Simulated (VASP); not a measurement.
# BN (P3m1) in VASP: further runs

BN is run at these levels: LDA; tasks: single point.

All numbers are computed with VASP 6.6.1; they aren't measurements. Logs are shortened: lines on timing, memory, paths and dates and some standing lists are left out, and cuts for length are marked.

### Step 1. The cell of the first run

The structure is trigonal, space group P3m1 (No. 156). The conventional cell has a = 2.554 Å, b = 2.554 Å, c = 4.227 Å, α = 90.00°, β = 90.00°, γ = 120.00°. B (site symmetry 3m) has 4 N at 1.54 to 1.68 Å within 2.0 Å. Within 2.1 Å of B (site symmetry 3m) lie 4 N at 1.57 to 1.58 Å. Within 2.1 Å of N (site symmetry 3m) lie 4 B at 1.57 to 1.68 Å. N (site symmetry 3m) has 4 B at 1.54 to 1.58 Å within 2.0 Å.

### Step 2. Single point, LDA (atom 1 (B) moved +0.100 Å along Cartesian [0 0 1])

Contents of INCAR:

```
ALGO     = Normal         # electronic algorithm
EDIFF    = 1E-6           # SCF threshold, eV
ENCUT    = 520            # plane-wave cutoff, eV
GGA      = CA             # functional
ISIF     = 2              # what is computed and relaxed
ISMEAR   = 0              # smearing method
LASPH    = T              # aspherical terms in the spheres
LCHARG   = T              # write CHGCAR
LELF     = T              # ELF
LREAL    = F              # projectors in reciprocal space
LVHAR    = T            
LWAVE    = F              # write WAVECAR
NBANDS   = 16             # bands
NELM     = 80             # most SCF steps
PREC     = Accurate       # precision mode
SIGMA    = 0.05           # smearing width, eV
```

Contents of KPOINTS:

```
k-points
0
Gamma
  12 12 6
```

Contents of POSCAR:

```
BN
1.0
    2.5539396017      0.0000000000      0.0000000000
   -1.2769698009      2.2117765748      0.0000000000
    0.0000000000      0.0000000000      4.2268550000
B N
2 2
Direct
    0.6666666667      0.3333333333      1.0233822518
    0.3333333333      0.6666666667      0.4997240000
    0.6666666667      0.3333333333      0.6252760000
    0.3333333333      0.6666666667      0.1252760000
```

Potentials or basis: VASP PAW LDA potentials, release 64 (B, N).

Command:

```sh
$ cat potpaw_LDA.64/B/POTCAR potpaw_LDA.64/N/POTCAR > POTCAR
$ mpirun -np 1 vasp_std > vasp.out
```

OUTCAR:

```text
EDIFF = 1E-6
   ENCUT = 520
   GGA = CA
   ISIF = 2
   ISMEAR = 0
   LASPH = T
   LREAL = F
   NELM = 80
   PREC = Accurate

 ion  position               nearest neighbor table
   1  0.667  0.333  0.023-   4 1.54   4 1.54   4 1.54   3 1.68
   2  0.333  0.667  0.500-   3 1.57   3 1.57   3 1.57   4 1.58
   3  0.667  0.333  0.625-   2 1.57   2 1.57   2 1.57   1 1.68
   4  0.333  0.667  0.125-   1 1.54   1 1.54   1 1.54   2 1.58

  LATTYP: Found a hexagonal cell.
 ALAT       =     2.5539396017
 C/A-ratio  =     1.6550332659

  Lattice vectors:

 A1 = (   2.5539396017,   0.0000000000,   0.0000000000)
 A2 = (  -1.2769698009,   2.2117765748,   0.0000000000)
 A3 = (   0.0000000000,   0.0000000000,   4.2268550000)

Analysis of symmetry for initial positions (statically):
=====================================================================
 Subroutine PRICEL returns:
 Original cell was already a primitive cell.

 Routine SETGRP: Setting up the symmetry group for a
 hexagonal supercell.

 Subroutine GETGRP returns: Found  6 space group operations
 (whereof  6 operations were pure point group operations)
 out of a pool of 24 trial point group operations.

The static configuration has the point symmetry C_3v.

Analysis of symmetry for dynamics (positions and initial velocities):
=====================================================================
 Subroutine PRICEL returns:
 Original cell was already a primitive cell.

 Routine SETGRP: Setting up the symmetry group for a
 hexagonal supercell.

 Subroutine GETGRP returns: Found  6 space group operations
 (whereof  6 operations were pure point group operations)
 out of a pool of 24 trial point group operations.

The dynamic configuration has the point symmetry C_3v.

 Subroutine INISYM returns: Found  6 space group operations
 (whereof  6 operations are pure point group operations),
 and found     1 'primitive' translations

----------------------------------------------------------------------------------------

                                     Primitive cell

  volume of cell :      23.8764

  direct lattice vectors                    reciprocal lattice vectors
     2.553939602  0.000000000  0.000000000     0.391551938  0.226062617  0.000000000
    -1.276969801  2.211776575  0.000000000     0.000000000  0.452125233  0.000000000
     0.000000000  0.000000000  4.226855000     0.000000000  0.000000000  0.236582518

  length of vectors
     2.553939602  2.553939602  4.226855000     0.452125233  0.452125233  0.236582518

  position of ions in fractional coordinates (direct lattice)
     0.666666667  0.333333333  0.023382252
     0.333333333  0.666666667  0.499724000
     0.666666667  0.333333333  0.625276000
     0.333333333  0.666666667  0.125276000

  ion indices of the primitive-cell ions
   primitive index   ion index
                 1           1
                 2           2
                 3           3
                 4           4

----------------------------------------------------------------------------------------

 KPOINTS: k-points

Automatic generation of k-mesh.
 Grid dimensions read from file:
 generate k-points for:   12   12    6

 Generating k-lattice:

  Cartesian coordinates                     Fractional coordinates (reciprocal lattice)
     0.032629328  0.018838551  0.000000000     0.083333333  0.000000000  0.000000000
     0.000000000  0.037677103  0.000000000     0.000000000  0.083333333  0.000000000
     0.000000000  0.000000000  0.039430420     0.000000000  0.000000000  0.166666667

  Length of vectors
     0.037677103  0.037677103  0.039430420

  Shift w.r.t. Gamma in fractional coordinates (k-lattice)
     0.000000000  0.000000000  0.000000000

 Subroutine IBZKPT returns following result:
 ===========================================

 Found    100 irreducible k-points:

 Following reciprocal coordinates:
            Coordinates               Weight
  0.000000  0.000000  0.000000      1.000000
  0.083333  0.000000  0.000000      6.000000
  0.166667  0.000000  0.000000      6.000000
  0.250000  0.000000  0.000000      6.000000
  0.333333  0.000000  0.000000      6.000000
  0.416667  0.000000  0.000000      6.000000
[... 16 lines left out ...]
  0.166667  0.000000  0.166667      6.000000
  0.000000  0.166667  0.166667      6.000000
 [... further k-points ...]
   k-points           NKPTS =    100   k-points in BZ     NKDIM =    100   number of bands    NBANDS=     16
   number of dos      NEDOS =    301   number of ions     NIONS =      4
   total plane-waves  NPLWV =  12800
   dimension x,y,z NGX =    20 NGY =   20 NGZ =   32
   dimension x,y,z NGXF=    40 NGYF=   40 NGZF=   64
   ions per type =               2   2
   NGX,Y,Z   is equivalent  to a cutoff of  13.02, 13.02, 12.59 a.u.
   NGXF,Y,Z  is equivalent  to a cutoff of  26.04, 26.04, 25.17 a.u.
 SYSTEM =  unknown system
   PREC   = accura    normal or accurate (medium, high low for compatibility)
   ISTART =      0    job   : 0-new  1-cont  2-samecut
   ICHARG =      2    charge: 1-file 2-atom 10-const
   ISPIN  =      1    spin polarized calculation?
   LNONCOLLINEAR =      F non collinear calculations
   LSORBIT =      F    spin-orbit coupling
   LASPH  =      T    aspherical Exc in radial PAW
   ENCUT  =  520.0 eV  38.22 Ry    6.18 a.u.   4.75  4.75  7.86*2*pi/ulx,y,z
   NELM   =     80;   NELMIN=  2; NELMDL= -5     # of ELM steps
   EDIFF  = 0.1E-05   stopping-criterion for ELM
   LREAL  =      F    real-space projection
   EDIFFG = 0.1E-04   stopping-criterion for IOM
   NSW    =      0    number of steps for IOM
   IBRION =     -1    ionic relax: 0-MD 1-quasi-New 2-CG
   NFREE  =      0    steps in history (QN), initial steepest desc. (CG)
   ISIF   =      2    stress and relaxation
   ISYM   =      2    0-nonsym 1-usesym 2-fastsym
   POTIM  = 0.5000    time-step for ionic-motion
   TEBEG  =    0.0;   TEEND  =   0.0 temperature during run
   PSTRESS=    0.0 pullay stress
   NELECT =      16.0000    total number of electrons
   NUPDOWN=      -1.0000    fix difference up-down
   EMIN   =  10.00;   EMAX   =-10.00  energy-range for DOS
   EFERMI =   0.00;   METHOD = LEGACY
   ISMEAR =     0;   SIGMA  =   0.05  broadening in eV -4-tet -1-fermi 0-gaus
   EFERMI_NEDOS =   21; number of points for ismear=-14 and -15
   IALGO  =     38    algorithm
   IMIX   =      4    mixing-type and parameters
     AMIX     =   0.40;   BMIX     =  1.00
     AMIX_MAG =   1.60;   BMIX_MAG =  1.00
  volume/ion in A,a.u.               =       5.97        40.28
  Fermi-wavevector in a.u.,A,eV,Ry     =   1.432600  2.707222 27.923836  2.052344
  Thomas-Fermi vector in A             =   2.552210
   LORBIT       =      0    0 simple, 1 ext, 2 COOP (PROOUT), +10 PAW based schemes
   GGA     = CA    functional components
   LHFCALC =     F    Hartree Fock is set to
   AEXX    =    0.0000 exact exchange contribution
   IVDW    =     0    specifies the selected vdW correction
   LEPSILON=     F    determine dielectric tensor
   LRPA    =     F    only Hartree local field effects (RPA)
 non-spin polarized calculation
 Gauss-broadening in eV      SIGMA  =   0.05
  energy-cutoff  :      520.00
  volume of cell :       23.88
 maximum number of plane-waves:       660
 NGX is ok and might be reduce to    20
   NGX =  9   NGY =  9   NGZ = 15

 number of electron      16.0000003 magnetization

 Free energy of the ion-electron system (eV)
  ---------------------------------------------------
  ext. energy  EPLUGINS =         0.00000000
  ---------------------------------------------------
  free energy    TOTEN  =       -38.57323157 eV

  energy without entropy =      -38.57323157  energy(sigma->0) =      -38.57323157

 E-fermi :   7.8490     XC(G=0): -13.0423

 val. band max:        7.6110842123   @ k =   0.0000   0.0000   0.0000
 cond. band min:      12.8898415852   @ k =   0.3333   0.3333   0.0000
 fundamental gap:      5.2787573729
 Fermi energy:         7.8490376162

 k-point     1 :       0.0000    0.0000    0.0000
  band No.  band energies     occupation
      1     -12.7905      2.00000
      2      -8.4999      2.00000
      3      -3.3380      2.00000
      4       5.0276      2.00000
      5       5.0276      2.00000
      6       7.3075      2.00000
[... 8 lines left out ...]
     15      18.9777      0.00000
     16      23.0486      0.00000

 k-point     2 :       0.0833    0.0000    0.0000
  band No.  band energies     occupation
      1     -12.6413      2.00000
      2      -8.3854      2.00000
      3      -3.1857      2.00000
      4       4.3672      2.00000
      5       4.7516      2.00000
      6       6.7413      2.00000
[... 8 lines left out ...]
     15      19.4173      0.00000
     16      22.8494      0.00000

 k-point     3 :       0.1667    0.0000    0.0000
  band No.  band energies     occupation
      1     -12.1982      2.00000
      2      -8.0570      2.00000
      3      -2.7346      2.00000
      4       2.7636      2.00000
      5       4.0985      2.00000
      6       5.3489      2.00000
[... 8 lines left out ...]
     15      20.5687      0.00000
     16      22.2826      0.00000

 k-point     4 :       0.2500    0.0000    0.0000
  band No.  band energies     occupation
      1     -11.4784      2.00000
      2      -7.5752      2.00000
      3      -2.0069      2.00000
      4       0.8465      2.00000
      5       3.3626      2.00000
      6       3.6090      2.00000
[... 8 lines left out ...]
     15      22.0849      0.00000
     16      22.4720      0.00000

 k-point     5 :       0.3333    0.0000    0.0000
  band No.  band energies     occupation
      1     -10.5235      2.00000
      2      -7.1063      2.00000
      3      -1.1251      2.00000
      4      -0.8049      2.00000
      5       1.8648      2.00000
      6       2.7412      2.00000
[... 8 lines left out ...]
     15      22.8402      0.00000
     16      23.5981      0.00000

 k-point     6 :       0.4167    0.0000    0.0000
  band No.  band energies     occupation
      1      -9.4513      2.00000
      2      -7.0121      2.00000
      3      -1.9128      2.00000
      4      -0.0788      2.00000
      5       0.4919      2.00000
      6       2.3372      2.00000
[... 8 lines left out ...]
     15      23.1640      0.00000
     16      24.7207      0.00000
[... 267 lines left out ...]
 k-point    21 :       0.0833    0.0000    0.1667
  band No.  band energies     occupation
      1     -12.4846      2.00000
      2      -8.9454      2.00000
      3      -2.3275      2.00000
      4       4.4610      2.00000
      5       4.8489      2.00000
      6       6.3766      2.00000
[... 8 lines left out ...]
     15      19.1154      0.00000
     16      22.5200      0.00000

 k-point    22 :       0.0000    0.0833    0.1667
  band No.  band energies     occupation
      1     -12.4846      2.00000
      2      -8.9453      2.00000
      3      -2.3278      2.00000
      4       4.4685      2.00000
      5       4.8486      2.00000
      6       6.3537      2.00000
[... 8 lines left out ...]
     15      19.1591      0.00000
     16      22.5485      0.00000

 k-point    23 :       0.1667    0.0000    0.1667
  band No.  band energies     occupation
      1     -12.0443      2.00000
      2      -8.5866      2.00000
      3      -1.9282      2.00000
      4       2.8683      2.00000
      5       4.2054      2.00000
      6       5.0451      2.00000
[... 8 lines left out ...]
     15      20.3332      0.00000
     16      22.0747      0.00000

 k-point    24 :       0.0000    0.1667    0.1667
  band No.  band energies     occupation
      1     -12.0443      2.00000
      2      -8.5864      2.00000
      3      -1.9325      2.00000
      4       2.8989      2.00000
      5       4.2052      2.00000
      6       5.0073      2.00000
[... 8 lines left out ...]
     15      20.3287      0.00000
     16      22.3540      0.00000

 [... further k-points ...]

------------------------ aborting loop because EDIFF is reached ----------------------------------------

  FORCE on cell =-STRESS in cart. coord.  units (eV):
  Direction    XX          YY          ZZ          XY          YZ          ZX
  --------------------------------------------------------------------------------------
  -------------------------------------------------------------------------------------
  Total       -1.6937458     -1.6937458     -1.5329047      0.0000000      0.0000000     -0.0000000
  in kB     -113.6552707   -113.6552707   -102.8623671      0.0000000      0.0000000     -0.0000000
  external PRESSURE =    -110.0576362 kB  Pullay stress =       0.0000000 kB

 VOLUME and BASIS-vectors are now :
 -----------------------------------------------------------------------------
  energy-cutoff  :      520.00
  volume of cell :       23.88
      direct lattice vectors                 reciprocal lattice vectors
     2.553939602  0.000000000  0.000000000     0.391551938  0.226062617  0.000000000
    -1.276969801  2.211776575  0.000000000     0.000000000  0.452125233  0.000000000
     0.000000000  0.000000000  4.226855000     0.000000000  0.000000000  0.236582518

 POSITION                                       TOTAL-FORCE (eV/Angst)
 -----------------------------------------------------------------------------------
      1.27697      0.73726      0.09883         0.000000     -0.000000     -2.866820
     -0.00000      1.47452      2.11226        -0.000000     -0.000000      1.154916
      1.27697      0.73726      2.64295        -0.000000      0.000000      0.374255
     -0.00000      1.47452      0.52952         0.000000     -0.000000      1.337648
 -----------------------------------------------------------------------------------
    total drift:                               -0.000000     -0.000000     -0.000124

  FREE ENERGIE OF THE ION-ELECTRON SYSTEM (eV)
  ---------------------------------------------------
  free  energy   TOTEN  =       -38.5732315653 eV

  energy  without entropy=      -38.5732315653  energy(sigma->0) =      -38.57323157
```

Run time: 12 s. Hardware: 1 thread of Intel Xeon 6975P-C (Granite Rapids), shared host; peak memory 0.14 GiB.

What came out:

| Item | Value |
| --- | --- |
| Free energy | -38.5732 eV |
| Pressure | -11.0 GPa |
| Largest force | 2.867 eV/Å |
| Band gap on the k mesh | 5.28 eV, indirect (least direct gap 7.82 eV) |

Forces on the atoms (eV/Å):
```
B    0.000  0.000 -2.867
B    0.000  0.000  1.155
N    0.000  0.000  0.374
N    0.000  0.000  1.338
```

Caveat: the cell differs from its parent crystal (atom 1 (B) moved +0.100 Å along Cartesian [0 0 1]); forces of over 1 eV/Å act on the atoms, so gaps and moduli don't describe the material at rest. A k mesh can miss the band edges.

### Step 3. Single point, LDA (atom 1 (B) moved -0.050 Å along Cartesian [0 0 1])

Contents of INCAR:

```
SYSTEM = BN
PREC = Accurate
ENCUT = 520
EDIFF = 1E-6
ISMEAR = 0
SIGMA = 0.05
LREAL = .FALSE.
LASPH = .TRUE.
NELM = 60
ALGO = Normal
ISIF = 2
LWAVE = .FALSE.
LCHARG = .FALSE.
GGA = CA
NBANDS = 16
```

Contents of KPOINTS:

```
regular mesh
0
G
  12 12 6
  0 0 0
```

Edit POSCAR of step 2 so:

```diff
@@ -8,3 +8,3 @@
 Direct
-    0.6666666667      0.3333333333      1.0233822518
+    0.6666666667      0.3333333333      0.9878948741
     0.3333333333      0.6666666667      0.4997240000
```

Potentials or basis: VASP PAW LDA potentials, release 64 (B, N).

Command:

```sh
$ cat potpaw_LDA.64/B/POTCAR potpaw_LDA.64/N/POTCAR > POTCAR
$ mpirun -np 1 vasp_std > vasp.out
```

Wall time 11 s (1 thread of Intel Xeon 6975P-C (Granite Rapids), shared host); peak memory 0.14 GiB.

Results (log left out):

```
Free energy            : -38.6780 eV
Pressure               : -12.7 GPa
Largest force          : 1.860 eV/Å
Band gap on the k mesh : 4.53 eV, indirect (least direct gap 7.88 eV)
```

Forces in eV/Å, atoms in the order of the input:
```
B    0.000  0.000  1.860
B    0.000  0.000 -0.554
N    0.000  0.000 -0.530
N    0.000  0.000 -0.776
```

Stress tensor (GPa, compression positive):
```
-12.82   0.00   0.00
  0.00 -12.82   0.00
  0.00   0.00 -12.55
```

Levels at points of the mesh, in eV from the valence-band top:
```tsv
k point	band 6	band 7	band 8	band 9	band 10	band 11
(0.00, 0.00, 0.00)	-0.71	0.00	0.00	7.96	7.96	8.52
(0.50, 0.00, 0.00)	-5.08	-4.75	-2.07	6.42	7.48	9.89
(0.00, 0.00, 0.50)	-1.55	-0.95	-0.95	8.99	9.42	9.42
(0.50, 0.00, 0.50)	-4.02	-3.67	-3.51	6.17	6.39	9.75
```

Caveat: the cell differs from its parent crystal (atom 1 (B) moved -0.050 Å along Cartesian [0 0 1]); forces of over 1 eV/Å act on the atoms, so gaps and moduli don't describe the material at rest.
